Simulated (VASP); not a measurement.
# Lu (P6_3/mmc) in VASP: further runs

Lu is run at these levels: PBE; tasks: single point, relaxation of cell and atoms.

Everything below comes from runs of VASP 6.6.1. Logs are shortened: lines on timing, memory, paths and dates and some standing lists are left out, and cuts for length are marked.

## (1) The cell of the first run

The structure is hexagonal, space group P6_3/mmc (No. 194). Conventional cell: a = 3.514 Å, b = 3.514 Å, c = 5.417 Å, α = 90.00°, β = 90.00°, γ = 120.00°. Lu (site symmetry -6m2) has 12 Lu at 3.38 to 3.51 Å within 4.4 Å.

## (2) Single point, PBE

Contents of INCAR:

```
SYSTEM = Lu
PREC = Accurate
ENCUT = 520
EDIFF = 1E-6
ISMEAR = 0
SIGMA = 0.05
LREAL = .FALSE.
LASPH = .TRUE.
NELM = 60
ALGO = Normal
ISIF = 2
LWAVE = .FALSE.
LCHARG = .FALSE.
GGA = PE
NBANDS = 32
```

Contents of KPOINTS:

```
Automatic mesh
0
G
  6 6 4
  0 0 0
```

Contents of POSCAR:

```
Lu
1.0
    3.5140222445      0.0000000000      0.0000000000
   -1.7570111223      3.0432325332      0.0000000000
    0.0000000000      0.0000000000      5.4169366373
Lu
2
Direct
    0.3333333333      0.6666666667      0.7500000000
    0.6666666667      0.3333333333      0.2500000000
```

Potentials or basis: VASP PAW PBE potentials, release 64 (Lu).

On the command line:

```bash
> cat potpaw_PBE.64/Lu/POTCAR > POTCAR
> mpirun -np 1 vasp_std > vasp.out
```

OUTCAR:

```text
SYSTEM = Lu
   PREC = Accurate
   ENCUT = 520
   EDIFF = 1E-6
   ISMEAR = 0
   LREAL = .FALSE.
   LASPH = .TRUE.
   NELM = 60
   ISIF = 2
   GGA = PE

 ion  position               nearest neighbor table
   1  0.333  0.667  0.750-   2 3.38   2 3.38   2 3.38   2 3.38   2 3.38   2 3.38
   2  0.667  0.333  0.250-   1 3.38   1 3.38   1 3.38   1 3.38   1 3.38   1 3.38

  LATTYP: Found a hexagonal cell.
 ALAT       =     3.5140222445
 C/A-ratio  =     1.5415203036

  Lattice vectors:

 A1 = (   3.5140222445,   0.0000000000,   0.0000000000)
 A2 = (  -1.7570111223,   3.0432325332,   0.0000000000)
 A3 = (   0.0000000000,   0.0000000000,   5.4169366373)

Analysis of symmetry for initial positions (statically):
=====================================================================
 Subroutine PRICEL returns:
 Original cell was already a primitive cell.

 Routine SETGRP: Setting up the symmetry group for a
 hexagonal supercell.

 Subroutine GETGRP returns: Found 24 space group operations
 (whereof 12 operations were pure point group operations)
 out of a pool of 24 trial point group operations.

The static configuration has the point symmetry D_3d.
 The point group associated with its full space group is D_6h.

Analysis of symmetry for dynamics (positions and initial velocities):
=====================================================================
 Subroutine PRICEL returns:
 Original cell was already a primitive cell.

 Routine SETGRP: Setting up the symmetry group for a
 hexagonal supercell.

 Subroutine GETGRP returns: Found 24 space group operations
 (whereof 12 operations were pure point group operations)
 out of a pool of 24 trial point group operations.

The dynamic configuration has the point symmetry D_3d.
 The point group associated with its full space group is D_6h.

 Subroutine INISYM returns: Found 24 space group operations
 (whereof 12 operations are pure point group operations),
 and found     1 'primitive' translations

----------------------------------------------------------------------------------------

                                     Primitive cell

  volume of cell :      57.9286

  direct lattice vectors                    reciprocal lattice vectors
     3.514022245  0.000000000  0.000000000     0.284574180  0.164298980  0.000000000
    -1.757011122  3.043232533  0.000000000     0.000000000  0.328597959  0.000000000
     0.000000000  0.000000000  5.416936637     0.000000000  0.000000000  0.184606184

  length of vectors
     3.514022245  3.514022245  5.416936637     0.328597959  0.328597959  0.184606184

  position of ions in fractional coordinates (direct lattice)
     0.333333333  0.666666667  0.750000000
     0.666666667  0.333333333  0.250000000

  ion indices of the primitive-cell ions
   primitive index   ion index
                 1           1
                 2           2

----------------------------------------------------------------------------------------

 KPOINTS: Automatic mesh

Automatic generation of k-mesh.
 Grid dimensions read from file:
 generate k-points for:    6    6    4

 Generating k-lattice:

  Cartesian coordinates                     Fractional coordinates (reciprocal lattice)
     0.047429030  0.027383163  0.000000000     0.166666667  0.000000000  0.000000000
     0.000000000  0.054766327  0.000000000     0.000000000  0.166666667  0.000000000
     0.000000000  0.000000000  0.046151546     0.000000000  0.000000000  0.250000000

  Length of vectors
     0.054766327  0.054766327  0.046151546

  Shift w.r.t. Gamma in fractional coordinates (k-lattice)
     0.000000000  0.000000000  0.000000000

 Subroutine IBZKPT returns following result:
 ===========================================

 Found     21 irreducible k-points:

 Following reciprocal coordinates:
            Coordinates               Weight
  0.000000  0.000000  0.000000      1.000000
  0.166667  0.000000  0.000000      6.000000
  0.333333  0.000000  0.000000      6.000000
  0.500000 -0.000000  0.000000      3.000000
  0.166667  0.166667  0.000000      6.000000
  0.333333  0.166667  0.000000     12.000000
[... 13 lines left out ...]
  0.333333  0.166667  0.500000     12.000000
  0.333333  0.333333  0.500000      2.000000
   k-points           NKPTS =     21   k-points in BZ     NKDIM =     21   number of bands    NBANDS=     32
   number of dos      NEDOS =    301   number of ions     NIONS =      2
   total plane-waves  NPLWV =  31360
   dimension x,y,z NGX =    28 NGY =   28 NGZ =   40
   dimension x,y,z NGXF=    56 NGYF=   56 NGZF=   80
   ions per type =               2
   NGX,Y,Z   is equivalent  to a cutoff of  13.25, 13.25, 12.28 a.u.
   NGXF,Y,Z  is equivalent  to a cutoff of  26.49, 26.49, 24.55 a.u.
 SYSTEM =  Lu
   PREC   = accura    normal or accurate (medium, high low for compatibility)
   ISTART =      0    job   : 0-new  1-cont  2-samecut
   ICHARG =      2    charge: 1-file 2-atom 10-const
   ISPIN  =      1    spin polarized calculation?
   LNONCOLLINEAR =      F non collinear calculations
   LSORBIT =      F    spin-orbit coupling
   LASPH  =      T    aspherical Exc in radial PAW
   ENCUT  =  520.0 eV  38.22 Ry    6.18 a.u.   6.53  6.53 10.07*2*pi/ulx,y,z
   NELM   =     60;   NELMIN=  2; NELMDL= -5     # of ELM steps
   EDIFF  = 0.1E-05   stopping-criterion for ELM
   LREAL  =      F    real-space projection
   EDIFFG = 0.1E-04   stopping-criterion for IOM
   NSW    =      0    number of steps for IOM
   IBRION =     -1    ionic relax: 0-MD 1-quasi-New 2-CG
   NFREE  =      0    steps in history (QN), initial steepest desc. (CG)
   ISIF   =      2    stress and relaxation
   ISYM   =      2    0-nonsym 1-usesym 2-fastsym
   POTIM  = 0.5000    time-step for ionic-motion
   TEBEG  =    0.0;   TEEND  =   0.0 temperature during run
   PSTRESS=    0.0 pullay stress
   NELECT =      50.0000    total number of electrons
   NUPDOWN=      -1.0000    fix difference up-down
   EMIN   =  10.00;   EMAX   =-10.00  energy-range for DOS
   EFERMI =   0.00;   METHOD = LEGACY
   ISMEAR =     0;   SIGMA  =   0.05  broadening in eV -4-tet -1-fermi 0-gaus
   EFERMI_NEDOS =   21; number of points for ismear=-14 and -15
   IALGO  =     38    algorithm
   IMIX   =      4    mixing-type and parameters
     AMIX     =   0.40;   BMIX     =  1.00
     AMIX_MAG =   1.60;   BMIX_MAG =  1.00
  volume/ion in A,a.u.               =      28.96       195.46
  Fermi-wavevector in a.u.,A,eV,Ry     =   1.558716  2.945546 33.056660  2.429596
  Thomas-Fermi vector in A             =   2.662180
   LORBIT       =      0    0 simple, 1 ext, 2 COOP (PROOUT), +10 PAW based schemes
   GGA     = PE    functional components
   LHFCALC =     F    Hartree Fock is set to
   AEXX    =    0.0000 exact exchange contribution
   IVDW    =     0    specifies the selected vdW correction
   LEPSILON=     F    determine dielectric tensor
   LRPA    =     F    only Hartree local field effects (RPA)
 non-spin polarized calculation
 Gauss-broadening in eV      SIGMA  =   0.05
  energy-cutoff  :      520.00
  volume of cell :       57.93
 maximum number of plane-waves:      1604
 NGX is ok and might be reduce to    28
   NGX = 13   NGY = 13   NGZ = 21

 number of electron      50.0000009 magnetization

 Free energy of the ion-electron system (eV)
  ---------------------------------------------------
  ext. energy  EPLUGINS =         0.00000000
  ---------------------------------------------------
  free energy    TOTEN  =        -9.07242469 eV

  energy without entropy =       -9.07113058  energy(sigma->0) =       -9.07177764

 E-fermi :   2.2657     XC(G=0): -10.6895

 val. band max:        2.1748016806   @ k =   0.3333   0.1667   0.2500
 cond. band min:       2.2792892099   @ k =   0.3333   0.0000   0.0000
 fundamental gap:      0.1044875293
 Fermi energy:         2.2656959707

 k-point     1 :       0.0000    0.0000    0.0000
  band No.  band energies     occupation
      1     -53.9407      2.00000
      2     -53.9020      2.00000
      3     -24.8934      2.00000
      4     -24.4681      2.00000
      5     -24.4681      2.00000
      6     -24.3758      2.00000
[... 24 lines left out ...]
     31       5.6215      0.00000
     32       5.6215      0.00000

 k-point     2 :       0.1667    0.0000    0.0000
  band No.  band energies     occupation
      1     -53.9346      2.00000
      2     -53.9005      2.00000
      3     -24.8495      2.00000
      4     -24.5477      2.00000
      5     -24.4960      2.00000
      6     -24.4594      2.00000
[... 24 lines left out ...]
     31       5.7449      0.00000
     32       5.7670      0.00000

 k-point     3 :       0.3333    0.0000    0.0000
  band No.  band energies     occupation
      1     -53.9210      2.00000
      2     -53.8987      2.00000
      3     -24.7415      2.00000
      4     -24.7085      2.00000
      5     -24.6163      2.00000
      6     -24.5480      2.00000
[... 24 lines left out ...]
     31       7.0419      0.00000
     32       7.2910      0.00000

 k-point     4 :       0.5000   -0.0000    0.0000
  band No.  band energies     occupation
      1     -53.9124      2.00000
      2     -53.8996      2.00000
      3     -24.7894      2.00000
      4     -24.6904      2.00000
      5     -24.6602      2.00000
      6     -24.5728      2.00000
[... 24 lines left out ...]
     31       8.8210      0.00000
     32       8.9621      0.00000

 k-point     5 :       0.1667    0.1667    0.0000
  band No.  band energies     occupation
      1     -53.9247      2.00000
      2     -53.8989      2.00000
      3     -24.7725      2.00000
      4     -24.6303      2.00000
      5     -24.6198      2.00000
      6     -24.5086      2.00000
[... 479 lines left out ...]
     31       8.5842      0.00000
     32       8.5978      0.00000

 k-point    19 :       0.1667    0.1667    0.5000
  band No.  band energies     occupation
      1     -53.9118      2.00000
      2     -53.9118      2.00000
      3     -24.7278      2.00000
      4     -24.7278      2.00000
      5     -24.5052      2.00000
      6     -24.5052      2.00000
[... 24 lines left out ...]
     31       7.3712      0.00000
     32       7.3712      0.00000

 k-point    20 :       0.3333    0.1667    0.5000
  band No.  band energies     occupation
      1     -53.9060      2.00000
      2     -53.9060      2.00000
      3     -24.8034      2.00000
      4     -24.8034      2.00000
      5     -24.5658      2.00000
      6     -24.5658      2.00000
[... 24 lines left out ...]
     31       8.0417      0.00000
     32       8.0417      0.00000

 k-point    21 :       0.3333    0.3333    0.5000
  band No.  band energies     occupation
      1     -53.9041      2.00000
      2     -53.9041      2.00000
      3     -24.7825      2.00000
      4     -24.7825      2.00000
      5     -24.6432      2.00000
      6     -24.6432      2.00000
[... 24 lines left out ...]
     31       7.4726      0.00000
     32       7.4726      0.00000

------------------------ aborting loop because EDIFF is reached ----------------------------------------

  FORCE on cell =-STRESS in cart. coord.  units (eV):
  Direction    XX          YY          ZZ          XY          YZ          ZX
  --------------------------------------------------------------------------------------
  -------------------------------------------------------------------------------------
  Total        0.1838199      0.1838199      0.2471189     -0.0000000     -0.0000000      0.0000000
  in kB        5.0840493      5.0840493      6.8347583     -0.0000000     -0.0000000      0.0000000
  external PRESSURE =       5.6676190 kB  Pullay stress =       0.0000000 kB

 VOLUME and BASIS-vectors are now :
 -----------------------------------------------------------------------------
  energy-cutoff  :      520.00
  volume of cell :       57.93
      direct lattice vectors                 reciprocal lattice vectors
     3.514022245  0.000000000  0.000000000     0.284574180  0.164298980  0.000000000
    -1.757011122  3.043232533  0.000000000     0.000000000  0.328597959  0.000000000
     0.000000000  0.000000000  5.416936637     0.000000000  0.000000000  0.184606184

 POSITION                                       TOTAL-FORCE (eV/Angst)
 -----------------------------------------------------------------------------------
     -0.00000      2.02882      4.06270        -0.000000      0.000000      0.000000
      1.75701      1.01441      1.35423         0.000000     -0.000000      0.000000
 -----------------------------------------------------------------------------------
    total drift:                               -0.000000      0.000000     -0.000000

  FREE ENERGIE OF THE ION-ELECTRON SYSTEM (eV)
  ---------------------------------------------------
  free  energy   TOTEN  =        -9.0724246947 eV

  energy  without entropy=       -9.0711305822  energy(sigma->0) =       -9.07177764
```

Run time: 16 s. Hardware: 1 thread of Intel Xeon 6975P-C (Granite Rapids), shared host; peak memory 0.19 GiB.

What came out:

* Free energy: -9.0724 eV
* Pressure: 0.6 GPa
* Band gap on the k mesh: zero (band 25 reaches 3.53 eV, above the bottom of band 26 at 1.58 eV)

Caveat: spin-orbit coupling is left out, which moves the levels of the heavy elements.

[end of part 1 of 2]
